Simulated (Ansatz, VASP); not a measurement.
## One calculation of LiCl, two programs

The input INCAR:

```
SYSTEM = LiCl
ALGO = Normal
EDIFF = 1E-6
ENCUT = 520
GGA = PE
ISIF = 2
ISMEAR = 0
LASPH = .TRUE.
LCHARG = .TRUE.
LELF = .TRUE.
LREAL = .FALSE.
LVHAR = .TRUE.
LWAVE = .FALSE.
NBANDS = 36
NELM = 80
PREC = Accurate
SIGMA = 0.1
```

Contents of KPOINTS:

```
k-points
0
G
  4 4 4
  0 0 0
```

The input POSCAR:

```
LiCl
1.0
    3.7489058348      3.7489058348     -4.9064479682
   -3.7489058348      3.7489058348      4.9064479682
    3.7489058348     -3.7489058348      4.9064479682
Li Cl
5 5
Direct
    0.0000000000      0.1742358371      0.4318291450
    0.7424066922      0.5681708550      0.5681708550
    0.0000000000      0.0000000000      1.0000000000
    0.2575933078      0.8257641629      0.8257641629
    1.0000000000      0.4318291450      0.1742358371
    0.3105797654      0.3318913001      0.3318913001
    1.0000000000      0.9786884653      0.6681086999
    1.0000000000      0.6681086999      0.9786884653
    0.6894202346      0.0213115347      0.0213115347
    1.0000000000      0.5000000000      0.5000000000
```

Input for Ansatz:

```yaml
crystal:
  lattice:
    - [3.7489058348, 3.7489058348, -4.9064479682]
    - [-3.7489058348, 3.7489058348, 4.9064479682]
    - [3.7489058348, -3.7489058348, 4.9064479682]
  atoms:
    - { symbol: Li, position: [0.0, 0.1742358371, 0.431829145] }
    - { symbol: Li, position: [0.7424066922, 0.568170855, 0.568170855] }
    - { symbol: Li, position: [0.0, 0.0, 1.0] }
    - { symbol: Li, position: [0.2575933078, 0.8257641629, 0.8257641629] }
    - { symbol: Li, position: [1.0, 0.431829145, 0.1742358371] }
    - { symbol: Cl, position: [0.3105797654, 0.3318913001, 0.3318913001] }
    - { symbol: Cl, position: [1.0, 0.9786884653, 0.6681086999] }
    - { symbol: Cl, position: [1.0, 0.6681086999, 0.9786884653] }
    - { symbol: Cl, position: [0.6894202346, 0.0213115347, 0.0213115347] }
    - { symbol: Cl, position: [1.0, 0.5, 0.5] }
basis:
  ecutwfc: 420
kpoints:
  mp_grid: { grid: [4, 4, 4] }
hamiltonian:
  xc: pbe
scf:
  occupations: { method: gaussian, width: 0.1 }
  lower_state_search: "off"
output:
  forces: true
  stress: true
  eigenvalues: true
```

Alike in both runs: task single point; functional PBE; k mesh 4 × 4 × 4; occupations gaussian, width 0.1 eV; no spin polarisation.

|  | VASP | Ansatz |
| --- | --- | --- |
| version | VASP 6.6.1 | Ansatz 0.2.0 |
| potentials or method | VASP PAW PBE potentials, release 64 (Li_sv, Cl), cutoff 520 eV | scalar-relativistic, plane waves, PAW |
| valence electrons in the cell | 50 | 50 |

Ansatz gave:

- gap on the k mesh at the Fermi level (eV): 5.60
- least direct gap on the mesh (eV): 5.61
- rms of the force components (eV/Å): 0.003

Question: What did VASP give for the same quantities?

Answer: gap on the k mesh at the Fermi level (eV): 5.61; least direct gap on the mesh (eV): 5.62; rms of the force components (eV/Å): 0.004.

Atom by atom the forces differ by 0.002 eV/Å (rms over components). With one functional, cell and mesh, what is left measures potentials, basis and numerics.

Noted on VASP's run: the cutoff is under 1.25 times that of the potentials, so the pressure is a little rough.
